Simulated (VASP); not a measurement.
# Ta2C (P-3m1) in VASP: single point with PBEsol

Aim: the single point of Ta2C with PBEsol.

All numbers are computed with VASP 6.6.1; they aren't measurements. Logs are shortened: lines on timing, memory, paths and dates and some standing lists are left out, and cuts for length are marked.

## 1. The cell of the first run

Symmetry: P-3m1, No. 164, trigonal system. The conventional cell has a = 3.106 Å, b = 3.106 Å, c = 4.946 Å, α = 90.00°, β = 90.00°, γ = 120.00°. Within 2.9 Å of Ta (site symmetry 3m) lie 3 C at 2.18 Å. Within 2.9 Å of C (site symmetry -3m) lie 6 Ta at 2.18 Å.

## 2. Single point, PBEsol

The input, INCAR:

```
PREC = Accurate
ENCUT = 520
EDIFF = 1E-6
ISMEAR = -1
SIGMA = 0.05
LREAL = False
LASPH = True
NELM = 100
ALGO = Normal
ISIF = 2
LWAVE = False
LCHARG = True
GGA = PS
LELF = True
LVHAR = True
NBANDS = 20
```

The input, KPOINTS:

```
regular mesh
0
Gamma
  10 10 6
```

The input, POSCAR:

```
Ta2C
1.0
    3.1059000000      0.0000000000      0.0000000000
   -1.5529500000      2.6897883016      0.0000000000
    0.0000000000      0.0000000000      4.9464000000
Ta C
2 1
Direct
    0.6666666667      0.3333333333      0.7479900000
    0.3333333333      0.6666666667      0.2520100000
    0.0000000000      0.0000000000      0.0000000000
```

Potentials or basis: VASP PAW PBE potentials, release 64 (Ta_pv, C).

Started as:

```bash
$ cat potpaw_PBE.64/Ta_pv/POTCAR potpaw_PBE.64/C/POTCAR > POTCAR
$ mpirun -np 1 vasp_std > vasp.out
```

OUTCAR:

```text
PREC = Accurate
   ENCUT = 520
   EDIFF = 1E-6
   ISMEAR = -1
   LREAL = False
   LASPH = True
   NELM = 100
   ISIF = 2
   GGA = PS

 ion  position               nearest neighbor table
   1  0.667  0.333  0.748-   3 2.18   3 2.18   3 2.18   2 3.04   2 3.04   2 3.04   2 3.07   2 3.07
                             2 3.07
   2  0.333  0.667  0.252-   3 2.18   3 2.18   3 2.18   1 3.04   1 3.04   1 3.04   1 3.07   1 3.07
                             1 3.07
   3  0.000  0.000  0.000-   1 2.18   2 2.18   2 2.18   1 2.18   1 2.18   2 2.18

  LATTYP: Found a hexagonal cell.
 ALAT       =     3.1059000000
 C/A-ratio  =     1.5925818603

  Lattice vectors:

 A1 = (   3.1059000000,   0.0000000000,   0.0000000000)
 A2 = (  -1.5529500000,   2.6897883016,   0.0000000000)
 A3 = (   0.0000000000,   0.0000000000,   4.9464000000)

Analysis of symmetry for initial positions (statically):
=====================================================================
 Subroutine PRICEL returns:
 Original cell was already a primitive cell.

 Routine SETGRP: Setting up the symmetry group for a
 hexagonal supercell.

 Subroutine GETGRP returns: Found 12 space group operations
 (whereof 12 operations were pure point group operations)
 out of a pool of 24 trial point group operations.

The static configuration has the point symmetry D_3d.

Analysis of symmetry for dynamics (positions and initial velocities):
=====================================================================
 Subroutine PRICEL returns:
 Original cell was already a primitive cell.

 Routine SETGRP: Setting up the symmetry group for a
 hexagonal supercell.

 Subroutine GETGRP returns: Found 12 space group operations
 (whereof 12 operations were pure point group operations)
 out of a pool of 24 trial point group operations.

The dynamic configuration has the point symmetry D_3d.

 Subroutine INISYM returns: Found 12 space group operations
 (whereof 12 operations are pure point group operations),
 and found     1 'primitive' translations

----------------------------------------------------------------------------------------

                                     Primitive cell

  volume of cell :      41.3233

  direct lattice vectors                    reciprocal lattice vectors
     3.105900000  0.000000000  0.000000000     0.321967868  0.185888235  0.000000000
    -1.552950000  2.689788302  0.000000000     0.000000000  0.371776470  0.000000000
     0.000000000  0.000000000  4.946400000     0.000000000  0.000000000  0.202167233

  length of vectors
     3.105900000  3.105900000  4.946400000     0.371776470  0.371776470  0.202167233
[... 83 lines left out ...]
   EDIFF  = 0.1E-05   stopping-criterion for ELM
   LREAL  =      F    real-space projection
   EDIFFG = 0.1E-04   stopping-criterion for IOM
   NSW    =      0    number of steps for IOM
   IBRION =     -1    ionic relax: 0-MD 1-quasi-New 2-CG
   NFREE  =      0    steps in history (QN), initial steepest desc. (CG)
   ISIF   =      2    stress and relaxation
   ISYM   =      2    0-nonsym 1-usesym 2-fastsym
   POTIM  = 0.5000    time-step for ionic-motion
   TEBEG  =    0.0;   TEEND  =   0.0 temperature during run
   PSTRESS=    0.0 pullay stress
   NELECT =      26.0000    total number of electrons
   NUPDOWN=      -1.0000    fix difference up-down
   EMIN   =  10.00;   EMAX   =-10.00  energy-range for DOS
   EFERMI =   0.00;   METHOD = LEGACY
   ISMEAR =    -1;   SIGMA  =   0.05  broadening in eV -4-tet -1-fermi 0-gaus
   EFERMI_NEDOS =   21; number of points for ismear=-14 and -15
   IALGO  =     38    algorithm
   IMIX   =      4    mixing-type and parameters
     AMIX     =   0.40;   BMIX     =  1.00
     AMIX_MAG =   1.60;   BMIX_MAG =  1.00
  volume/ion in A,a.u.               =      13.77        92.95
  Fermi-wavevector in a.u.,A,eV,Ry     =   1.402817  2.650940 26.774843  1.967895
  Thomas-Fermi vector in A             =   2.525541
   LORBIT       =      0    0 simple, 1 ext, 2 COOP (PROOUT), +10 PAW based schemes
   GGA     = PS    functional components
   LHFCALC =     F    Hartree Fock is set to
   AEXX    =    0.0000 exact exchange contribution
   IVDW    =     0    specifies the selected vdW correction
   LEPSILON=     F    determine dielectric tensor
   LRPA    =     F    only Hartree local field effects (RPA)
 non-spin polarized calculation
  energy-cutoff  :      520.00
  volume of cell :       41.32
 maximum number of plane-waves:      1132
 NGX is ok and might be reduce to    24
   NGX = 11   NGY = 11   NGZ = 19

 number of electron      26.0000001 magnetization

 Free energy of the ion-electron system (eV)
  ---------------------------------------------------
  ext. energy  EPLUGINS =         0.00000000
  ---------------------------------------------------
  free energy    TOTEN  =       -36.69993809 eV

  energy without entropy =      -36.69297110  energy(sigma->0) =      -36.69645459

 E-fermi :   6.4141     XC(G=0): -12.8793

 val. band max:        6.3917362757   @ k =   0.0000   0.1000   0.3333
 cond. band min:       6.4542449719   @ k =  -0.1000   0.3000   0.3333
 fundamental gap:      0.0625086962
 Fermi energy:         6.4140528376

 k-point     1 :       0.0000    0.0000    0.0000
  band No.  band energies     occupation
      1     -28.4014      2.00000
      2     -27.7182      2.00000
      3     -27.7182      2.00000
      4     -27.6069      2.00000
      5     -27.6069      2.00000
      6     -27.5261      2.00000
[... 541 lines left out ...]
     19      11.9957      0.00000
     20      13.0004      0.00000

 [... further k-points ...]

------------------------ aborting loop because EDIFF is reached ----------------------------------------

  FORCE on cell =-STRESS in cart. coord.  units (eV):
  Direction    XX          YY          ZZ          XY          YZ          ZX
  --------------------------------------------------------------------------------------
  -------------------------------------------------------------------------------------
  Total       -0.6059689     -0.6059689     -0.8257737      0.0000000      0.0000000      0.0000000
  in kB      -23.4944944    -23.4944944    -32.0167210      0.0000000      0.0000000      0.0000000
  external PRESSURE =     -26.3352366 kB  Pullay stress =       0.0000000 kB

 VOLUME and BASIS-vectors are now :
 -----------------------------------------------------------------------------
  energy-cutoff  :      520.00
  volume of cell :       41.32
      direct lattice vectors                 reciprocal lattice vectors
     3.105900000  0.000000000  0.000000000     0.321967868  0.185888235  0.000000000
    -1.552950000  2.689788302  0.000000000     0.000000000  0.371776470  0.000000000
     0.000000000  0.000000000  4.946400000     0.000000000  0.000000000  0.202167233

 POSITION                                       TOTAL-FORCE (eV/Angst)
 -----------------------------------------------------------------------------------
      1.55295      0.89660      3.69986         0.000000      0.000000     -0.044914
     -0.00000      1.79319      1.24654        -0.000000     -0.000000      0.044914
      0.00000      0.00000      0.00000        -0.000000      0.000000      0.000000
 -----------------------------------------------------------------------------------
    total drift:                               -0.000000      0.000000     -0.000000

  FREE ENERGIE OF THE ION-ELECTRON SYSTEM (eV)
  ---------------------------------------------------
  free  energy   TOTEN  =       -36.6999380912 eV

  energy  without entropy=      -36.6929710967  energy(sigma->0) =      -36.69645459
```

OSZICAR:

```text
N       E                     dE             d eps       ncg     rms          rms(c)
DAV:   1     0.198470522378E+03    0.19847E+03   -0.14776E+04  2888   0.136E+03
DAV:   2    -0.323077904809E+02   -0.23078E+03   -0.22548E+03  3240   0.381E+02
DAV:   3    -0.405537485264E+02   -0.82460E+01   -0.81321E+01  3680   0.641E+01
DAV:   4    -0.406507002712E+02   -0.96952E-01   -0.96668E-01  3604   0.674E+00
DAV:   5    -0.406515615071E+02   -0.86124E-03   -0.86099E-03  3564   0.592E-01    0.281E+01
DAV:   6    -0.369472360905E+02    0.37043E+01   -0.17364E+01  3664   0.238E+01    0.119E+01
DAV:   7    -0.367487933065E+02    0.19844E+00   -0.14164E+00  3192   0.726E+00    0.567E+00
DAV:   8    -0.367048531930E+02    0.43940E-01   -0.18648E-01  3488   0.283E+00    0.522E-01
DAV:   9    -0.367003586700E+02    0.44945E-02   -0.23730E-02  3448   0.908E-01    0.190E-01
DAV:  10    -0.367000031301E+02    0.35554E-03   -0.35485E-03  3668   0.462E-01    0.569E-02
DAV:  11    -0.366999379040E+02    0.65226E-04   -0.40601E-04  3368   0.124E-01    0.270E-02
DAV:  12    -0.366999383554E+02   -0.45139E-06   -0.26252E-05  3284   0.378E-02    0.694E-03
DAV:  13    -0.366999380912E+02    0.26423E-06   -0.40351E-06  3312   0.126E-02
   1 F= -.36699938E+02 E0= -.36696455E+02  d E =-.696699E-02
```

stdout:

```text
POSCAR found type information on POSCAR TaC
 POSCAR found :  2 types and       3 ions
 scaLAPACK will be used
 -----------------------------------------------------------------------------
|                                                                             |
|                                                                             |
|     You enforced a specific xc type in the INCAR file but a different       |
|     I HOPE YOU KNOW WHAT YOU ARE DOING!                                     |
|                                                                             |
 -----------------------------------------------------------------------------

 LDA part: xc-table for (Slater+PW92), standard interpolation
 POSCAR, INCAR and KPOINTS ok, starting setup
 FFT: planning ... GRIDC
 FFT: planning ... GRID_SOFT
 FFT: planning ... GRID
 WAVECAR not read
 entering main loop
```

Run time: 19 s. Hardware: 1 thread of Intel Xeon 6975P-C (Granite Rapids), shared host; peak memory 0.19 GiB.

What came out:

- Free energy: -36.6999 eV
- Pressure: -2.6 GPa
- Largest force: 0.045 eV/Å
- Band gap on the k mesh: zero (band 13 reaches 6.89 eV, above the bottom of band 14 at 6.11 eV)

Forces in eV/Å, atoms in the order of the input:
```
Ta   0.000  0.000 -0.045
Ta   0.000  0.000  0.045
C    0.000  0.000  0.000
```

Levels at points of the mesh, in eV from the Fermi level:
```csv
k point,band 10,band 11,band 12,band 13,band 14,band 15,band 16,band 17
"(0.00, 0.00, 0.00)",-3.62,-3.03,-0.05,0.48,0.48,1.10,1.10,2.36
"(0.50, 0.00, 0.00)",-4.02,-3.73,-1.81,-0.28,3.29,3.43,4.60,5.01
"(0.00, 0.00, 0.50)",-3.86,-1.81,-1.60,-0.30,-0.30,2.90,2.90,3.44
"(0.50, 0.00, 0.50)",-3.60,-2.56,-1.18,-1.01,1.54,1.54,4.26,4.79
```

Caveat: the PAW data sets were made with another functional, which shifts forces and pressure a little; spin-orbit coupling is left out, which moves the levels of the heavy elements.
